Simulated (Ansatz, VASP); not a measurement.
**MgSe in VASP and in Ansatz**

POSCAR

```
MgSe
1.0
    0.0000000000      2.7633692098      2.7633692098
    2.7633692098      0.0000000000      2.7633692098
    2.7633692098      2.7633692098      0.0000000000
Mg Se
1 1
Direct
    0.0000000000      0.0000000000      0.0000000000
    0.5000000000      0.5000000000      0.5000000000
```

INCAR.step1

```
  PREC = Accurate
  ENCUT = 660
  ISMEAR = 0
  SIGMA = 0.01
  LREAL = F
  LASPH = T
  NELM = 120
  NBANDS = 11
  GGA = PE
  ALGO = Normal
  EDIFF = 1E-5
  LWAVE = T
  LCHARG = F
  GGA_COMPAT = F
```

INCAR.step2

```
  PREC = Accurate
  ENCUT = 660
  EDIFF = 1E-6
  ISMEAR = 0
  SIGMA = 0.01
  LREAL = F
  LASPH = T
  NELM = 120
  ALGO = Normal
  ISIF = 2
  LWAVE = F
  LCHARG = F
  METAGGA = R2SCAN
  LMIXTAU = T
  NBANDS = 11
  ISTART = 1
  GGA_COMPAT = F
```

Contents of KPOINTS:

```
regular mesh
0
Gamma
  6 6 6
```

Input for Ansatz:

```yaml
crystal:
  lattice:
    - [0.0, 2.7633692098, 2.7633692098]
    - [2.7633692098, 0.0, 2.7633692098]
    - [2.7633692098, 2.7633692098, 0.0]
  atoms:
    - { symbol: Mg, position: [0.0, 0.0, 0.0] }
    - { symbol: Se, position: [0.5, 0.5, 0.5] }
kpoints:
  mp_grid: { grid: [6, 6, 6] }
hamiltonian:
  xc: r2scan
scf:
  occupations: { method: fixed }
  n_extra_bands: 4
output:
  forces: true
  stress: true
  eigenvalues: true
```

Alike in both runs: task single point; functional r2SCAN; k mesh 6 × 6 × 6; no spin polarisation.

|  | VASP | Ansatz |
| --- | --- | --- |
| version | VASP 6.6.1 | Ansatz 0.2.0 |
| potentials or method | VASP PAW PBE potentials, release 64 (Mg, Se) | plane waves, PAW |
| plane-wave cutoff (eV) | 660 | 500 |
| occupations | gaussian, width 0.01 eV | fixed |
| valence electrons in the cell | 8 | 26 |

Ansatz gave:

* gap on the k mesh at the Fermi level (eV): 2.42
* pressure (GPa): -1.8

Question: Which values does VASP return?

Answer: gap on the k mesh at the Fermi level (eV): 2.39; pressure (GPa): -2.1.

VASP's potentials were made for PBE, not for r2SCAN. VASP's potentials hold 8 valence electrons a cell and Ansatz's 26, so a difference there can come from the potentials and not from the codes.
